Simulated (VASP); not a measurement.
# Ta2C (P-3m1) in VASP: a series of runs

Ta2C is run at these levels: PBEsol; tasks: single point.

All numbers are computed with VASP 6.6.1; they aren't measurements. Logs are shortened: lines on timing, memory, paths and dates and some standing lists are left out, and cuts for length are marked.

## 1. The cell of the first run

It takes space group P-3m1 (No. 164, trigonal). Conventional cell: a = 3.064 Å, b = 3.064 Å, c = 4.872 Å, α = 90.00°, β = 90.00°, γ = 120.00°. Ta (site symmetry 3m) has 3 C at 2.16 Å within 2.9 Å. Within 2.9 Å of C (site symmetry -3m) lie 6 Ta at 2.16 Å.

## 2. Single point, PBEsol (equal strain along all axes, cell held: -1.0 %, then relaxed in part)

The input, INCAR:

```
SYSTEM = Ta2C
ALGO     = Normal         ! electronic algorithm
EDIFF    = 1E-7           ! SCF threshold, eV
ENCUT    = 520            ! plane-wave cutoff, eV
GGA      = PS             ! functional
ISIF     = 2              ! what is computed and relaxed
ISMEAR   = 0              ! smearing method
LASPH    = .TRUE.         ! aspherical terms in the spheres
LCHARG   = .FALSE.        ! write CHGCAR
LREAL    = .FALSE.        ! projectors in reciprocal space
LWAVE    = .FALSE.        ! write WAVECAR
NBANDS   = 20             ! bands
NELM     = 100            ! most SCF steps
PREC     = Accurate       ! precision mode
SIGMA    = 0.1            ! smearing width, eV
```

The input, KPOINTS:

```
k-points
0
G
  18 18 10
  0 0 0
```

The input, POSCAR:

```
Ta2C
1.0
    3.0643476953      0.0000000000      0.0000000000
   -1.5321738477      2.6538029502      0.0000000000
    0.0000000000      0.0000000000      4.8718694804
Ta C
2 1
Direct
    0.3333333333      0.6666666667      0.2545732217
    0.6666666667      0.3333333333      0.7454267783
    0.0000000000      0.0000000000      0.0000000000
```

Potentials or basis: VASP PAW PBE potentials, release 64 (Ta_pv, C).

On the command line:

```bash
$ cat potpaw_PBE.64/Ta_pv/POTCAR potpaw_PBE.64/C/POTCAR > POTCAR
$ mpirun -np 1 vasp_std > vasp.out
```

OUTCAR:

```text
SYSTEM = Ta2C
   EDIFF = 1E-7
   ENCUT = 520
   GGA = PS
   ISIF = 2
   ISMEAR = 0
   LASPH = .TRUE.
   LREAL = .FALSE.
   NELM = 100
   PREC = Accurate

 ion  position               nearest neighbor table
   1  0.333  0.667  0.255-   3 2.16   3 2.16   3 2.16   2 2.97   2 2.97   2 2.97   2 3.05   2 3.05
                             2 3.05
   2  0.667  0.333  0.745-   3 2.16   3 2.16   3 2.16   1 2.97   1 2.97   1 2.97   1 3.05   1 3.05
                             1 3.05
   3  0.000  0.000  0.000-   1 2.16   2 2.16   2 2.16   1 2.16   2 2.16   1 2.16

  LATTYP: Found a hexagonal cell.
 ALAT       =     3.0643476953
 C/A-ratio  =     1.5898553183

  Lattice vectors:

 A1 = (   3.0643476953,   0.0000000000,   0.0000000000)
 A2 = (  -1.5321738477,   2.6538029502,   0.0000000000)
 A3 = (   0.0000000000,   0.0000000000,   4.8718694804)

Analysis of symmetry for initial positions (statically):
[... 33 lines left out ...]
                                     Primitive cell

  volume of cell :      39.6189

  direct lattice vectors                    reciprocal lattice vectors
     3.064347695  0.000000000  0.000000000     0.326333726  0.188408864  0.000000000
    -1.532173848  2.653802950  0.000000000     0.000000000  0.376817729  0.000000000
     0.000000000  0.000000000  4.871869480     0.000000000  0.000000000  0.205260014

  length of vectors
     3.064347695  3.064347695  4.871869480     0.376817729  0.376817729  0.205260014

  position of ions in fractional coordinates (direct lattice)
     0.333333333  0.666666667  0.254573222
     0.666666667  0.333333333  0.745426778
     0.000000000  0.000000000  0.000000000

  ion indices of the primitive-cell ions
   primitive index   ion index
                 1           1
                 2           2
                 3           3

----------------------------------------------------------------------------------------

 KPOINTS: k-points

Automatic generation of k-mesh.
 Grid dimensions read from file:
 generate k-points for:   18   18   10

 Generating k-lattice:

  Cartesian coordinates                     Fractional coordinates (reciprocal lattice)
     0.018129651  0.010467159  0.000000000     0.055555556  0.000000000  0.000000000
     0.000000000  0.020934318  0.000000000     0.000000000  0.055555556  0.000000000
     0.000000000  0.000000000  0.020526001     0.000000000  0.000000000  0.100000000

  Length of vectors
     0.020934318  0.020934318  0.020526001
[... 49 lines left out ...]
   LNONCOLLINEAR =      F non collinear calculations
   LSORBIT =      F    spin-orbit coupling
   LASPH  =      T    aspherical Exc in radial PAW
   ENCUT  =  520.0 eV  38.22 Ry    6.18 a.u.   5.70  5.70  9.06*2*pi/ulx,y,z
   NELM   =    100;   NELMIN=  2; NELMDL= -5     # of ELM steps
   EDIFF  = 0.1E-06   stopping-criterion for ELM
   LREAL  =      F    real-space projection
   EDIFFG = 0.1E-05   stopping-criterion for IOM
   NSW    =      0    number of steps for IOM
   IBRION =     -1    ionic relax: 0-MD 1-quasi-New 2-CG
   NFREE  =      0    steps in history (QN), initial steepest desc. (CG)
   ISIF   =      2    stress and relaxation
   ISYM   =      2    0-nonsym 1-usesym 2-fastsym
   POTIM  = 0.5000    time-step for ionic-motion
   TEBEG  =    0.0;   TEEND  =   0.0 temperature during run
   PSTRESS=    0.0 pullay stress
   NELECT =      26.0000    total number of electrons
   NUPDOWN=      -1.0000    fix difference up-down
   EMIN   =  10.00;   EMAX   =-10.00  energy-range for DOS
   EFERMI =   0.00;   METHOD = LEGACY
   ISMEAR =     0;   SIGMA  =   0.10  broadening in eV -4-tet -1-fermi 0-gaus
   EFERMI_NEDOS =   21; number of points for ismear=-14 and -15
   IALGO  =     38    algorithm
   IMIX   =      4    mixing-type and parameters
     AMIX     =   0.40;   BMIX     =  1.00
     AMIX_MAG =   1.60;   BMIX_MAG =  1.00
  volume/ion in A,a.u.               =      13.21        89.12
  Fermi-wavevector in a.u.,A,eV,Ry     =   1.422651  2.688421 27.537335  2.023937
  Thomas-Fermi vector in A             =   2.543333
   LORBIT       =      0    0 simple, 1 ext, 2 COOP (PROOUT), +10 PAW based schemes
   GGA     = PS    functional components
   LHFCALC =     F    Hartree Fock is set to
   AEXX    =    0.0000 exact exchange contribution
   IVDW    =     0    specifies the selected vdW correction
   LEPSILON=     F    determine dielectric tensor
   LRPA    =     F    only Hartree local field effects (RPA)
 non-spin polarized calculation
 Gauss-broadening in eV      SIGMA  =   0.10
  energy-cutoff  :      520.00
  volume of cell :       39.62
 maximum number of plane-waves:      1087
 NGX is ok and might be reduce to    24
   NGX = 11   NGY = 11   NGZ = 19

 number of electron      26.0000004 magnetization

 Free energy of the ion-electron system (eV)
  ---------------------------------------------------
  ext. energy  EPLUGINS =         0.00000000
  ---------------------------------------------------
  free energy    TOTEN  =       -36.66912407 eV

  energy without entropy =      -36.66597224  energy(sigma->0) =      -36.66754816

 E-fermi :   6.7578     XC(G=0): -13.1022

 val. band max:        6.7423460123   @ k =   0.0556   0.0556   0.4000
 cond. band min:       6.7647261535   @ k =   0.1111   0.0000   0.5000
 fundamental gap:      0.0223801413
 Fermi energy:         6.7578330756

 k-point     1 :       0.0000    0.0000    0.0000
  band No.  band energies     occupation
      1     -28.0036      2.00000
      2     -27.2056      2.00000
      3     -27.2056      2.00000
      4     -27.0759      2.00000
      5     -27.0759      2.00000
      6     -26.9861      2.00000
[... 541 lines left out ...]
     19      12.7900      0.00000
     20      13.2232      0.00000

 [... further k-points ...]

------------------------ aborting loop because EDIFF is reached ----------------------------------------

  FORCE on cell =-STRESS in cart. coord.  units (eV):
  Direction    XX          YY          ZZ          XY          YZ          ZX
  --------------------------------------------------------------------------------------
  -------------------------------------------------------------------------------------
  Total        2.2871831      2.2871831      2.3380371     -0.0000000      0.0000000     -0.0000000
  in kB       92.4930638     92.4930638     94.5495842     -0.0000000      0.0000000     -0.0000000
  external PRESSURE =      93.1785706 kB  Pullay stress =       0.0000000 kB

 VOLUME and BASIS-vectors are now :
 -----------------------------------------------------------------------------
  energy-cutoff  :      520.00
  volume of cell :       39.62
      direct lattice vectors                 reciprocal lattice vectors
     3.064347695  0.000000000  0.000000000     0.326333726  0.188408864  0.000000000
    -1.532173848  2.653802950  0.000000000     0.000000000  0.376817729  0.000000000
     0.000000000  0.000000000  4.871869480     0.000000000  0.000000000  0.205260014

 POSITION                                       TOTAL-FORCE (eV/Angst)
 -----------------------------------------------------------------------------------
     -0.00000      1.76920      1.24025         0.000000     -0.000000      0.051972
      1.53217      0.88460      3.63162        -0.000000      0.000000     -0.051972
      0.00000      0.00000      0.00000        -0.000000      0.000000      0.000000
 -----------------------------------------------------------------------------------
    total drift:                                0.000000     -0.000000      0.000000

  FREE ENERGIE OF THE ION-ELECTRON SYSTEM (eV)
  ---------------------------------------------------
  free  energy   TOTEN  =       -36.6691240740 eV

  energy  without entropy=      -36.6659722395  energy(sigma->0) =      -36.66754816
```

OSZICAR:

```text
N       E                     dE             d eps       ncg     rms          rms(c)
DAV:   1     0.198538631629E+03    0.19854E+03   -0.14923E+04 13200   0.137E+03
DAV:   2    -0.323272219419E+02   -0.23087E+03   -0.22551E+03 14904   0.382E+02
DAV:   3    -0.404657064809E+02   -0.81385E+01   -0.80468E+01 16716   0.644E+01
DAV:   4    -0.405535814359E+02   -0.87875E-01   -0.87519E-01 16092   0.660E+00
DAV:   5    -0.405543008398E+02   -0.71940E-03   -0.71929E-03 16368   0.573E-01    0.301E+01
DAV:   6    -0.369184890337E+02    0.36358E+01   -0.16658E+01 16400   0.237E+01    0.130E+01
DAV:   7    -0.367161936052E+02    0.20230E+00   -0.13956E+00 14796   0.743E+00    0.611E+00
DAV:   8    -0.366736129464E+02    0.42581E-01   -0.16024E-01 15832   0.274E+00    0.534E-01
DAV:   9    -0.366695037792E+02    0.41092E-02   -0.20185E-02 16076   0.899E-01    0.186E-01
DAV:  10    -0.366691692977E+02    0.33448E-03   -0.29365E-03 16800   0.433E-01    0.532E-02
DAV:  11    -0.366691245372E+02    0.44761E-04   -0.29940E-04 15548   0.112E-01    0.258E-02
DAV:  12    -0.366691246542E+02   -0.11696E-06   -0.19620E-05 15352   0.335E-02    0.674E-03
DAV:  13    -0.366691243142E+02    0.33993E-06   -0.32123E-06 15756   0.120E-02    0.417E-03
DAV:  14    -0.366691240766E+02    0.23761E-06   -0.89080E-07 15456   0.637E-03    0.535E-04
DAV:  15    -0.366691240740E+02    0.26016E-08   -0.32363E-08  8168   0.136E-03
   1 F= -.36669124E+02 E0= -.36667548E+02  d E =-.315183E-02
```

stdout:

```text
POSCAR found type information on POSCAR TaC
 POSCAR found :  2 types and       3 ions
 scaLAPACK will be used
 -----------------------------------------------------------------------------
|                                                                             |
|                                                                             |
|     You enforced a specific xc type in the INCAR file but a different       |
|     I HOPE YOU KNOW WHAT YOU ARE DOING!                                     |
|                                                                             |
 -----------------------------------------------------------------------------

 LDA part: xc-table for (Slater+PW92), standard interpolation
 POSCAR, INCAR and KPOINTS ok, starting setup
 FFT: planning ... GRIDC
 FFT: planning ... GRID_SOFT
 FFT: planning ... GRID
 WAVECAR not read
 entering main loop
```

It took 97 s on 1 thread of Intel Xeon Platinum 8488C (Sapphire Rapids), shared host; peak memory 0.34 GiB.

Results:

* Free energy: -36.6691 eV
* Pressure: 9.3 GPa
* Largest force: 0.052 eV/Å
* Band gap on the k mesh: zero (band 13 reaches 7.28 eV, above the bottom of band 14 at 6.45 eV)

Forces in eV/Å, atoms in the order of the input:
```
Ta   0.000  0.000  0.052
Ta   0.000  0.000 -0.052
C    0.000  0.000  0.000
```

Stress tensor (GPa, compression positive):
```
9.25 0.00 0.00
0.00 9.25 0.00
0.00 0.00 9.45
```

Caveat: the cell differs from its parent crystal (equal strain along all axes, cell held: -1.0 %, then relaxed in part); the PAW data sets were made with another functional, which shifts forces and pressure a little; spin-orbit coupling is left out, which moves the levels of the heavy elements.

## 3. Single point, PBEsol

This run uses another cell than the first one, of 13.61 Å³/atom, 1.031 times its volume.

The input, INCAR:

```
  ALGO = Normal
  EDIFF = 1E-7
  ENCUT = 520
  GGA = PS
  ISIF = 2
  ISMEAR = 0
  LASPH = T
  LCHARG = T
  LELF = T
  LREAL = F
  LVHAR = T
  LWAVE = F
  NBANDS = 20
  NELM = 60
  PREC = Accurate
  SIGMA = 0.1
```

The input, KPOINTS:

```
k-points
0
Gamma
  18 18 10
```

The input, POSCAR:

```
Ta2C
1.0
    3.0953007023      0.0000000000      0.0000000000
   -1.5476503512      2.6806090406      0.0000000000
    0.0000000000      0.0000000000      4.9210802832
Ta C
2 1
Direct
    0.3333333333      0.6666666667      0.2528761935
    0.6666666667      0.3333333333      0.7471238065
    0.0000000000      0.0000000000      0.0000000000
```

Potentials or basis: VASP PAW PBE potentials, release 64 (Ta_pv, C).

On the command line:

```bash
$ cat potpaw_PBE.64/Ta_pv/POTCAR potpaw_PBE.64/C/POTCAR > POTCAR
$ mpirun -np 1 vasp_std > vasp.out
```

OUTCAR:

```text
EDIFF = 1E-7
   ENCUT = 520
   GGA = PS
   ISIF = 2
   ISMEAR = 0
   LASPH = T
   LREAL = F
   NELM = 60
   PREC = Accurate

 ion  position               nearest neighbor table
   1  0.333  0.667  0.253-   3 2.18   3 2.18   3 2.18   2 3.02   2 3.02   2 3.02   2 3.06   2 3.06
                             2 3.06
   2  0.667  0.333  0.747-   3 2.18   3 2.18   3 2.18   1 3.02   1 3.02   1 3.02   1 3.06   1 3.06
                             1 3.06
   3  0.000  0.000  0.000-   1 2.18   2 2.18   2 2.18   1 2.18   2 2.18   1 2.18

  LATTYP: Found a hexagonal cell.
 ALAT       =     3.0953007023
 C/A-ratio  =     1.5898553183

  Lattice vectors:

 A1 = (   3.0953007023,   0.0000000000,   0.0000000000)
 A2 = (  -1.5476503512,   2.6806090406,   0.0000000000)
 A3 = (   0.0000000000,   0.0000000000,   4.9210802832)

Analysis of symmetry for initial positions (statically):
[... 33 lines left out ...]
                                     Primitive cell

  volume of cell :      40.8316

  direct lattice vectors                    reciprocal lattice vectors
     3.095300702  0.000000000  0.000000000     0.323070388  0.186524776  0.000000000
    -1.547650351  2.680609041  0.000000000     0.000000000  0.373049551  0.000000000
[... 133 lines left out ...]
  energy without entropy =      -36.70157017  energy(sigma->0) =      -36.70327158

 E-fermi :   6.4966     XC(G=0): -12.9427

 val. band max:        6.4926729763   @ k =  -0.1111   0.4444   0.4000
 cond. band min:       6.4987775004   @ k =  -0.1111   0.3889   0.4000
 fundamental gap:      0.0061045241
 Fermi energy:         6.4966323599

 k-point     1 :       0.0000    0.0000    0.0000
  band No.  band energies     occupation
      1     -28.2881      2.00000
      2     -27.5775      2.00000
      3     -27.5775      2.00000
      4     -27.4605      2.00000
      5     -27.4605      2.00000
      6     -27.3725      2.00000
[... 541 lines left out ...]
     19      12.2737      0.00000
     20      12.7005      0.00000

 [... further k-points ...]

------------------------ aborting loop because EDIFF is reached ----------------------------------------

  FORCE on cell =-STRESS in cart. coord.  units (eV):
  Direction    XX          YY          ZZ          XY          YZ          ZX
  --------------------------------------------------------------------------------------
  -------------------------------------------------------------------------------------
  Total        0.1269634      0.1269634      0.1373052     -0.0000000      0.0000000      0.0000000
  in kB        4.9818713      4.9818713      5.3876673     -0.0000000      0.0000000      0.0000000
  external PRESSURE =       5.1171366 kB  Pullay stress =       0.0000000 kB

 VOLUME and BASIS-vectors are now :
 -----------------------------------------------------------------------------
  energy-cutoff  :      520.00
  volume of cell :       40.83
      direct lattice vectors                 reciprocal lattice vectors
     3.095300702  0.000000000  0.000000000     0.323070388  0.186524776  0.000000000
    -1.547650351  2.680609041  0.000000000     0.000000000  0.373049551  0.000000000
     0.000000000  0.000000000  4.921080283     0.000000000  0.000000000  0.203207414

 POSITION                                       TOTAL-FORCE (eV/Angst)
 -----------------------------------------------------------------------------------
     -0.00000      1.78707      1.24442         0.000000      0.000000      0.052214
      1.54765      0.89354      3.67666        -0.000000     -0.000000     -0.052214
      0.00000      0.00000      0.00000        -0.000000      0.000000      0.000000
 -----------------------------------------------------------------------------------
    total drift:                                0.000000     -0.000000      0.000000

  FREE ENERGIE OF THE ION-ELECTRON SYSTEM (eV)
  ---------------------------------------------------
  free  energy   TOTEN  =       -36.7049729810 eV

  energy  without entropy=      -36.7015701718  energy(sigma->0) =      -36.70327158
```

OSZICAR:

```text
N       E                     dE             d eps       ncg     rms          rms(c)
DAV:   1     0.197854030296E+03    0.19785E+03   -0.14852E+04 13200   0.136E+03
DAV:   2    -0.323970699777E+02   -0.23025E+03   -0.22484E+03 14868   0.380E+02
DAV:   3    -0.405474280882E+02   -0.81504E+01   -0.80464E+01 16920   0.642E+01
DAV:   4    -0.406377249369E+02   -0.90297E-01   -0.90108E-01 16112   0.666E+00
DAV:   5    -0.406385621438E+02   -0.83721E-03   -0.83705E-03 16336   0.597E-01    0.286E+01
DAV:   6    -0.369563159788E+02    0.36822E+01   -0.17125E+01 16588   0.237E+01    0.122E+01
DAV:   7    -0.367534089194E+02    0.20291E+00   -0.13964E+00 14772   0.731E+00    0.579E+00
DAV:   8    -0.367096523252E+02    0.43757E-01   -0.17718E-01 15848   0.281E+00    0.522E-01
DAV:   9    -0.367053761257E+02    0.42762E-02   -0.21677E-02 16232   0.895E-01    0.189E-01
DAV:  10    -0.367050295721E+02    0.34655E-03   -0.32392E-03 16976   0.448E-01    0.550E-02
DAV:  11    -0.367049735452E+02    0.56027E-04   -0.36550E-04 15528   0.120E-01    0.270E-02
DAV:  12    -0.367049735321E+02    0.13064E-07   -0.23634E-05 15432   0.362E-02    0.688E-03
DAV:  13    -0.367049732581E+02    0.27409E-06   -0.39584E-06 15664   0.126E-02    0.446E-03
DAV:  14    -0.367049729826E+02    0.27550E-06   -0.10152E-06 15504   0.669E-03    0.542E-04
DAV:  15    -0.367049729810E+02    0.15702E-08   -0.39714E-08  8152   0.144E-03
   1 F= -.36704973E+02 E0= -.36703272E+02  d E =-.340281E-02
```

stdout:

```text
POSCAR found type information on POSCAR TaC
 POSCAR found :  2 types and       3 ions
 scaLAPACK will be used
 -----------------------------------------------------------------------------
|                                                                             |
|                                                                             |
|     You enforced a specific xc type in the INCAR file but a different       |
|     I HOPE YOU KNOW WHAT YOU ARE DOING!                                     |
|                                                                             |
 -----------------------------------------------------------------------------

 LDA part: xc-table for (Slater+PW92), standard interpolation
 POSCAR, INCAR and KPOINTS ok, starting setup
 FFT: planning ... GRIDC
 FFT: planning ... GRID_SOFT
 FFT: planning ... GRID
 WAVECAR not read
 entering main loop
```

Wall time 1.8 min (1 thread of Intel Xeon Platinum 8488C (Sapphire Rapids), shared host); peak memory 0.35 GiB.

Results:

```yaml
Free_energy: -36.7050 eV
Pressure: 0.5 GPa
Largest_force: 0.052 eV/Å
Band_gap_on_the_k_mesh: zero (band 13 reaches 7.00 eV, above the bottom of band 14 at 6.20 eV)
```

Forces on the atoms (eV/Å):
```
Ta   0.000  0.000  0.052
Ta   0.000  0.000 -0.052
C    0.000  0.000  0.000
```

Caveat: the PAW data sets were made with another functional, which shifts forces and pressure a little; spin-orbit coupling is left out, which moves the levels of the heavy elements.
